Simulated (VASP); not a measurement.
Wanted: the native input for a VASP 6.6.1 run.

```
Task                   : single point
Functional             : r2SCAN
Potentials or basis    : VASP PAW PBE potentials, release 64 (Ti_sv)
Cutoff                 : 520 eV
k mesh                 : 12 × 12 × 14
Occupations            : gaussian, width 0.1 eV
Spin                   : no spin polarisation
Dipole correction      : no
Further INCAR settings : ALGO = Normal; EDIFF = 1e-06; NBANDS = 25
```

Crystal: Ti.

```
Ti
1.0
     4.56873    0.00000    0.00000
    -2.28437    3.95664    0.00000
     0.00000    0.00000    2.82494
Ti
3
Direct
  0.00000 0.00000 0.00000
  0.33333 0.66667 0.50000
  0.66667 0.33333 0.50000
```

The input as run:

POSCAR

```
Ti
1.0
    4.5687343789      0.0000000029      0.0000000000
   -2.2843671919      3.9566400338      0.0000000000
    0.0000000000      0.0000000000      2.8249365416
Ti
3
Direct
    0.0000000000      0.0000000000      0.0000000000
    0.3333333333      0.6666666667      0.5000000000
    0.6666666667      0.3333333333      0.5000000000
```

INCAR.step1

```
ALGO     = Normal         # electronic algorithm
EDIFF    = 1E-4           # SCF threshold, eV
ENCUT    = 520            # plane-wave cutoff, eV
GGA      = PE             # functional
ISMEAR   = 0              # smearing method
LASPH    = True           # aspherical terms in the spheres
LCHARG   = False          # write CHGCAR
LREAL    = False          # projectors in reciprocal space
LWAVE    = True           # write WAVECAR
NBANDS   = 25             # bands
NELM     = 60             # most SCF steps
PREC     = Accurate       # precision mode
SIGMA    = 0.1            # smearing width, eV
```

INCAR.step2

```
ALGO     = Normal         # electronic algorithm
EDIFF    = 1E-6           # SCF threshold, eV
ENCUT    = 520            # plane-wave cutoff, eV
ISIF     = 2              # what is computed and relaxed
ISMEAR   = 0              # smearing method
ISTART   = 1            
LASPH    = True           # aspherical terms in the spheres
LCHARG   = True           # write CHGCAR
LELF     = True           # ELF
LMIXTAU  = True         
LREAL    = False          # projectors in reciprocal space
LVHAR    = True         
LWAVE    = False          # write WAVECAR
METAGGA  = R2SCAN         # meta-GGA
NBANDS   = 25             # bands
NELM     = 60             # most SCF steps
PREC     = Accurate       # precision mode
SIGMA    = 0.1            # smearing width, eV
```

KPOINTS

```
k-points
0
Gamma
  12 12 14
```

Potentials or basis: VASP PAW PBE potentials, release 64 (Ti_sv).

Command:

```sh
$ cat potpaw_PBE.64/Ti_sv/POTCAR > POTCAR
$ cp INCAR.step1 INCAR
$ mpirun -np 1 vasp_std > vasp.out
$ cp INCAR.step2 INCAR
$ mpirun -np 1 vasp_std > vasp.out
```

It gave:

| Item | Value |
| --- | --- |
| Pressure | 0.4 GPa |
| Band gap on the k mesh | zero (band 18 reaches 8.67 eV, above the bottom of band 19 at 8.45 eV) |

Caveat: the PAW data sets were made with another functional, which shifts forces and pressure a little.

Run time: 8.2 min on 1 thread of Intel Xeon 6975P-C (shared host), peak memory 0.29 GiB.
